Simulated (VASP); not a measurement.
# Si (P6_3/mmc) in VASP: notebook

Runs on Si. Level: r2SCAN. Tasks: single point.

Program: VASP 6.6.1. These are calculated values, not measurements. Logs are shortened: lines on timing, memory, paths and dates and some standing lists are left out, and cuts for length are marked.

### Step 1. The cell of the first run

Symmetry: P6_3/mmc, No. 194, hexagonal system. The conventional cell has a = 2.675 Å, b = 2.675 Å, c = 8.887 Å, α = 90.00°, β = 90.00°, γ = 120.00°. Within 3.5 Å of Si (site symmetry -3m) lie 12 Si at 2.68 to 2.71 Å. Within 3.5 Å of Si (site symmetry -6m2) lie 12 Si at 2.68 to 2.71 Å.

This isn't the form of Si at room conditions, which is diamond.

### Step 2. Single point, r2SCAN (13.77 Å³/atom)

POSCAR reads:

```
Si
1.0
    2.6753650607      0.0000000000      0.0000000000
   -1.3376825303      2.3169341069      0.0000000000
    0.0000000000      0.0000000000      8.8870317714
Si
4
Direct
    0.0000000000      1.0000000000      0.0000000000
    0.0000000000      1.0000000000      0.5000000000
    0.3333333333      0.6666666667      0.2500000000
    0.6666666667      0.3333333333      0.7500000000
```

INCAR.step1 reads:

```
SYSTEM = Si
  ALGO = Normal
  EDIFF = 1E-4
  ENCUT = 520
  GGA = PE
  ISMEAR = -1
  LASPH = .TRUE.
  LCHARG = .FALSE.
  LREAL = .FALSE.
  LWAVE = .TRUE.
  NBANDS = 16
  NELM = 100
  PREC = Accurate
  SIGMA = 0.1
```

INCAR.step2 reads:

```
SYSTEM = Si
  ALGO = Normal
  EDIFF = 1E-6
  ENCUT = 520
  ISIF = 2
  ISMEAR = -1
  ISTART = 1
  LASPH = .TRUE.
  LCHARG = .TRUE.
  LELF = .TRUE.
  LMIXTAU = .TRUE.
  LREAL = .FALSE.
  LVHAR = .TRUE.
  LWAVE = .FALSE.
  METAGGA = R2SCAN
  NBANDS = 16
  NELM = 100
  PREC = Accurate
  SIGMA = 0.1
```

KPOINTS reads:

```
k-points
0
G
  15 15 4
  0 0 0
```

Potentials or basis: VASP PAW PBE potentials, release 64 (Si).

Command:

```sh
$ cat potpaw_PBE.64/Si/POTCAR > POTCAR
$ cp INCAR.step1 INCAR
$ mpirun -np 1 vasp_std > vasp.out
$ cp INCAR.step2 INCAR
$ mpirun -np 1 vasp_std > vasp.out
```

OUTCAR:

```text
SYSTEM = Si
   EDIFF = 1E-6
   ENCUT = 520
   ISIF = 2
   ISMEAR = -1
   ISTART = 1
   LASPH = .TRUE.
   LREAL = .FALSE.
   METAGGA = R2SCAN
   NELM = 100
   PREC = Accurate

 ion  position               nearest neighbor table
   1  0.000  0.000  0.000-   3 2.71   4 2.71   3 2.71   4 2.71   4 2.71   3 2.71
   2  0.000  0.000  0.500-   3 2.71   4 2.71   3 2.71   4 2.71   4 2.71   3 2.71
   3  0.333  0.667  0.250-   1 2.71   2 2.71   1 2.71   2 2.71   1 2.71   2 2.71
   4  0.667  0.333  0.750-   1 2.71   2 2.71   1 2.71   2 2.71   1 2.71   2 2.71

  LATTYP: Found a hexagonal cell.
 ALAT       =     2.6753650607
 C/A-ratio  =     3.3218015373

  Lattice vectors:

 A1 = (   2.6753650607,   0.0000000000,   0.0000000000)
 A2 = (  -1.3376825303,   2.3169341069,   0.0000000000)
 A3 = (   0.0000000000,   0.0000000000,   8.8870317714)

Analysis of symmetry for initial positions (statically):
=====================================================================
 Subroutine PRICEL returns:
 Original cell was already a primitive cell.

 Routine SETGRP: Setting up the symmetry group for a
 hexagonal supercell.

 Subroutine GETGRP returns: Found 24 space group operations
 (whereof 12 operations were pure point group operations)
 out of a pool of 24 trial point group operations.

The static configuration has the point symmetry D_3d.
 The point group associated with its full space group is D_6h.

Analysis of symmetry for dynamics (positions and initial velocities):
=====================================================================
 Subroutine PRICEL returns:
 Original cell was already a primitive cell.

 Routine SETGRP: Setting up the symmetry group for a
 hexagonal supercell.

 Subroutine GETGRP returns: Found 24 space group operations
 (whereof 12 operations were pure point group operations)
 out of a pool of 24 trial point group operations.

The dynamic configuration has the point symmetry D_3d.
 The point group associated with its full space group is D_6h.

 Subroutine INISYM returns: Found 24 space group operations
 (whereof 12 operations are pure point group operations),
 and found     1 'primitive' translations

----------------------------------------------------------------------------------------

                                     Primitive cell

  volume of cell :      55.0876

  direct lattice vectors                    reciprocal lattice vectors
     2.675365061  0.000000000  0.000000000     0.373780765  0.215802425  0.000000000
    -1.337682530  2.316934107  0.000000000     0.000000000  0.431604851  0.000000000
     0.000000000  0.000000000  8.887031771     0.000000000  0.000000000  0.112523509

  length of vectors
     2.675365061  2.675365061  8.887031771     0.431604851  0.431604851  0.112523509

  position of ions in fractional coordinates (direct lattice)
     0.000000000  0.000000000  0.000000000
     0.000000000  0.000000000  0.500000000
     0.333333333  0.666666667  0.250000000
     0.666666667  0.333333333  0.750000000

  ion indices of the primitive-cell ions
   primitive index   ion index
                 1           1
                 2           2
                 3           3
                 4           4

----------------------------------------------------------------------------------------

 KPOINTS: k-points

Automatic generation of k-mesh.
 Grid dimensions read from file:
 generate k-points for:   15   15    4

 Generating k-lattice:

  Cartesian coordinates                     Fractional coordinates (reciprocal lattice)
     0.024918718  0.014386828  0.000000000     0.066666667  0.000000000  0.000000000
     0.000000000  0.028773657  0.000000000     0.000000000  0.066666667  0.000000000
     0.000000000  0.000000000  0.028130877     0.000000000  0.000000000  0.250000000

  Length of vectors
     0.028773657  0.028773657  0.028130877

  Shift w.r.t. Gamma in fractional coordinates (k-lattice)
     0.000000000  0.000000000  0.000000000

 Subroutine IBZKPT returns following result:
 ===========================================

 Found     81 irreducible k-points:

 Following reciprocal coordinates:
            Coordinates               Weight
  0.000000  0.000000  0.000000      1.000000
  0.066667  0.000000  0.000000      6.000000
  0.133333  0.000000  0.000000      6.000000
  0.200000  0.000000  0.000000      6.000000
  0.266667  0.000000  0.000000      6.000000
  0.333333  0.000000  0.000000      6.000000
[... 16 lines left out ...]
  0.333333  0.200000  0.000000     12.000000
  0.400000  0.200000  0.000000      6.000000
 [... further k-points ...]
   k-points           NKPTS =     81   k-points in BZ     NKDIM =     81   number of bands    NBANDS=     16
   number of dos      NEDOS =    301   number of ions     NIONS =      4
   total plane-waves  NPLWV =  28000
   dimension x,y,z NGX =    20 NGY =   20 NGZ =   70
   dimension x,y,z NGXF=    40 NGYF=   40 NGZF=  140
   ions per type =               4
   NGX,Y,Z   is equivalent  to a cutoff of  12.43, 12.43, 13.09 a.u.
   NGXF,Y,Z  is equivalent  to a cutoff of  24.86, 24.86, 26.19 a.u.
 SYSTEM =  Si
   PREC   = accura    normal or accurate (medium, high low for compatibility)
   ISTART =      1    job   : 0-new  1-cont  2-samecut
   ICHARG =      0    charge: 1-file 2-atom 10-const
   ISPIN  =      1    spin polarized calculation?
   LNONCOLLINEAR =      F non collinear calculations
   LSORBIT =      F    spin-orbit coupling
   LASPH  =      T    aspherical Exc in radial PAW
   ENCUT  =  520.0 eV  38.22 Ry    6.18 a.u.   4.97  4.97 16.52*2*pi/ulx,y,z
   NELM   =    100;   NELMIN=  2; NELMDL=  0     # of ELM steps
   EDIFF  = 0.1E-05   stopping-criterion for ELM
   LREAL  =      F    real-space projection
   EDIFFG = 0.1E-04   stopping-criterion for IOM
   NSW    =      0    number of steps for IOM
   IBRION =     -1    ionic relax: 0-MD 1-quasi-New 2-CG
   NFREE  =      0    steps in history (QN), initial steepest desc. (CG)
   ISIF   =      2    stress and relaxation
   ISYM   =      2    0-nonsym 1-usesym 2-fastsym
   POTIM  = 0.5000    time-step for ionic-motion
   TEBEG  =    0.0;   TEEND  =   0.0 temperature during run
   PSTRESS=    0.0 pullay stress
   NELECT =      16.0000    total number of electrons
   NUPDOWN=      -1.0000    fix difference up-down
   EMIN   =  10.00;   EMAX   =-10.00  energy-range for DOS
   EFERMI =   0.00;   METHOD = LEGACY
   ISMEAR =    -1;   SIGMA  =   0.10  broadening in eV -4-tet -1-fermi 0-gaus
   EFERMI_NEDOS =   21; number of points for ismear=-14 and -15
   IALGO  =     38    algorithm
   IMIX   =      4    mixing-type and parameters
     AMIX     =   0.40;   BMIX     =  1.00
     AMIX_MAG =   1.60;   BMIX_MAG =  1.00
  volume/ion in A,a.u.               =      13.77        92.94
  Fermi-wavevector in a.u.,A,eV,Ry     =   1.084169  2.048782 15.992594  1.175423
  Thomas-Fermi vector in A             =   2.220253
   LORBIT       =      0    0 simple, 1 ext, 2 COOP (PROOUT), +10 PAW based schemes
   METAGGA = R2SCAN    functional components
   LHFCALC =     F    Hartree Fock is set to
   AEXX    =    0.0000 exact exchange contribution
   IVDW    =     0    specifies the selected vdW correction
   LEPSILON=     F    determine dielectric tensor
   LRPA    =     F    only Hartree local field effects (RPA)
 non-spin polarized calculation
  energy-cutoff  :      520.00
  volume of cell :       55.09
 maximum number of plane-waves:      1511
 NGX is ok and might be reduce to    20
   NGX =  9   NGY =  9   NGZ = 33

 number of electron      16.0000000 magnetization

 Free energy of the ion-electron system (eV)
  ---------------------------------------------------
  ext. energy  EPLUGINS =         0.00000000
  ---------------------------------------------------
  free energy    TOTEN  =       -32.18993428 eV

  energy without entropy =      -32.13435128  energy(sigma->0) =      -32.16214278

 E-fermi :  10.8798     XC(G=0): -12.1975

 val. band max:       10.8747456752   @ k =   0.4000   0.0000   0.2500
 cond. band min:      10.8958523527   @ k =   0.3333   0.1333   0.2500
 fundamental gap:      0.0211066775
 Fermi energy:        10.8797610128

 k-point     1 :       0.0000    0.0000    0.0000
  band No.  band energies     occupation
      1      -4.9844      2.00000
      2      -3.0375      2.00000
      3      -3.0363      2.00000
      4       2.4504      2.00000
      5       2.9753      2.00000
      6      11.9357      0.00005
[... 8 lines left out ...]
     15      22.7774      0.00000
     16      22.9756      0.00000

 k-point     2 :       0.0667    0.0000    0.0000
  band No.  band energies     occupation
      1      -4.8565      2.00000
      2      -2.9106      2.00000
      3      -2.9095      2.00000
      4       2.5758      2.00000
      5       3.0961      2.00000
      6      12.0443      0.00002
[... 8 lines left out ...]
     15      22.6469      0.00000
     16      22.7688      0.00000

 k-point     3 :       0.1333    0.0000    0.0000
  band No.  band energies     occupation
      1      -4.4731      2.00000
      2      -2.5304      2.00000
      3      -2.5295      2.00000
      4       2.9512      2.00000
      5       3.4581      2.00000
      6      12.3527      0.00000
[... 8 lines left out ...]
     15      21.5279      0.00000
     16      21.7052      0.00000

 k-point     4 :       0.2000    0.0000    0.0000
  band No.  band energies     occupation
      1      -3.8357      2.00000
      2      -1.8983      2.00000
      3      -1.8979      2.00000
      4       3.5733      2.00000
      5       4.0598      2.00000
      6      12.3666      0.00000
[... 8 lines left out ...]
     15      19.5397      0.00000
     16      19.7239      0.00000
[... 324 lines left out ...]
 k-point    22 :       0.2667    0.2000    0.0000
  band No.  band energies     occupation
      1      -0.3024      2.00000
      2       1.5960      2.00000
      3       1.6043      2.00000
      4       6.7020      2.00000
      5       7.2774      2.00000
      6       7.3602      2.00000
[... 8 lines left out ...]
     15      15.7890      0.00000
     16      16.5451      0.00000

 k-point    23 :       0.3333    0.2000    0.0000
  band No.  band energies     occupation
      1       1.1903      2.00000
      2       3.0532      2.00000
      3       3.0837      2.00000
      4       4.9041      2.00000
      5       6.6724      2.00000
      6       6.7577      2.00000
[... 8 lines left out ...]
     15      15.9115      0.00000
     16      17.6129      0.00000

 k-point    24 :       0.4000    0.2000    0.0000
  band No.  band energies     occupation
      1       2.7825      2.00000
      2       3.0480      2.00000
      3       4.4933      2.00000
      4       4.7026      2.00000
      5       4.8798      2.00000
      6       5.1678      2.00000
[... 8 lines left out ...]
     15      15.9039      0.00000
     16      18.3556      0.00000

 [... further k-points ...]

------------------------ aborting loop because EDIFF is reached ----------------------------------------

  FORCE on cell =-STRESS in cart. coord.  units (eV):
  Direction    XX          YY          ZZ          XY          YZ          ZX
  --------------------------------------------------------------------------------------
  -------------------------------------------------------------------------------------
  Total       -0.4140535     -0.4140535      0.6884961     -0.0000000     -0.0000000      0.0000000
  in kB      -12.0424144    -12.0424144     20.0243592     -0.0000000     -0.0000000      0.0000000
  external PRESSURE =      -1.3534898 kB  Pullay stress =       0.0000000 kB

 VOLUME and BASIS-vectors are now :
 -----------------------------------------------------------------------------
  energy-cutoff  :      520.00
  volume of cell :       55.09
      direct lattice vectors                 reciprocal lattice vectors
     2.675365061  0.000000000  0.000000000     0.373780765  0.215802425  0.000000000
    -1.337682530  2.316934107  0.000000000     0.000000000  0.431604851  0.000000000
     0.000000000  0.000000000  8.887031771     0.000000000  0.000000000  0.112523509

 POSITION                                       TOTAL-FORCE (eV/Angst)
 -----------------------------------------------------------------------------------
      0.00000      0.00000      0.00000         0.000000      0.000000     -0.000000
      0.00000      0.00000      4.44352         0.000000      0.000000     -0.000000
     -0.00000      1.54462      2.22176         0.000000     -0.000000      0.000000
      1.33768      0.77231      6.66527        -0.000000     -0.000000      0.000000
 -----------------------------------------------------------------------------------
    total drift:                               -0.000000      0.000000     -0.000000

  FREE ENERGIE OF THE ION-ELECTRON SYSTEM (eV)
  ---------------------------------------------------
  free  energy   TOTEN  =       -32.1899342791 eV

  energy  without entropy=      -32.1343512783  energy(sigma->0) =      -32.16214278
```

Wall time 2 min (1 thread of Intel Xeon Platinum 8488C (Sapphire Rapids), shared host); peak memory 0.19 GiB.

What came out:

| Quantity | Value |
| --- | --- |
| Free energy | -32.1899 eV |
| Pressure | -0.1 GPa |
| Band gap on the k mesh | zero (bands 8 and 9 overlap by 13.80 eV) |

Stress tensor (GPa, compression positive):
```
-1.20  0.00  0.00
 0.00 -1.20  0.00
 0.00  0.00  2.00
```

Levels at points of the mesh, in eV from the Fermi level:
```csv
k point,band 6,band 7,band 8,band 9,band 10,band 11
"(0.00, 0.00, 0.00)",1.06,1.06,9.61,9.61,10.13,10.13
"(0.00, 0.00, 0.50)",-3.95,6.69,6.69,9.91,9.91,9.91
```

Caveat: the PAW data sets were made with another functional, which shifts forces and pressure a little.

### Step 3. Single point, r2SCAN (14.32 Å³/atom)

This run uses another cell than the first one, of 14.32 Å³/atom.

POSCAR reads:

```
Si
1.0
    2.7105712699      0.0000000000      0.0000000000
   -1.3552856349      2.3474235785      0.0000000000
    0.0000000000      0.0000000000      9.0039798113
Si
4
Direct
    0.0000000000      1.0000000000      0.0000000000
    0.0000000000      1.0000000000      0.5000000000
    0.3333333333      0.6666666667      0.2500000000
    0.6666666667      0.3333333333      0.7500000000
```

INCAR.step1 reads:

```
ALGO = Normal
EDIFF = 1E-4
ENCUT = 520
GGA = PE
ISMEAR = -1
LASPH = T
LCHARG = F
LREAL = F
LWAVE = T
NBANDS = 16
NELM = 100
PREC = Accurate
SIGMA = 0.1
```

INCAR.step2 reads:

```
ALGO = Normal
EDIFF = 1E-7
ENCUT = 520
ISIF = 2
ISMEAR = -1
ISTART = 1
LASPH = T
LCHARG = T
LELF = T
LMIXTAU = T
LREAL = F
LVHAR = T
LWAVE = F
METAGGA = R2SCAN
NBANDS = 16
NELM = 100
PREC = Accurate
SIGMA = 0.1
```

KPOINTS reads:

```
k-points
0
Gamma
  15 15 4
```

Potentials or basis: VASP PAW PBE potentials, release 64 (Si).

Command:

```sh
$ cat potpaw_PBE.64/Si/POTCAR > POTCAR
$ cp INCAR.step1 INCAR
$ mpirun -np 1 vasp_std > vasp.out
$ cp INCAR.step2 INCAR
$ mpirun -np 1 vasp_std > vasp.out
```

Wall time 2.3 min (1 thread of Intel Xeon Platinum 8488C (Sapphire Rapids), shared host); peak memory 0.2 GiB.

The run converged. Its results:

```yaml
Free_energy: -32.1664 eV
Pressure: -3.2 GPa
Band_gap_on_the_k_mesh: zero (bands 8 and 9 overlap by 13.42 eV)
```

Stress tensor (GPa, compression positive):
```
-4.19  0.00  0.00
 0.00 -4.19  0.00
 0.00  0.00 -1.22
```

Levels at points of the mesh, in eV from the Fermi level:
```tsv
k point	band 6	band 7	band 8	band 9	band 10	band 11
(0.00, 0.00, 0.00)	1.04	1.04	9.26	9.26	9.82	9.82
(0.00, 0.00, 0.50)	-3.84	6.54	6.54	9.55	9.55	9.55
```

Caveat: the cell stands under tension; the PAW data sets were made with another functional, which shifts forces and pressure a little.

The gap in the log of VASP goes by the Fermi energy; the results here count the filled bands.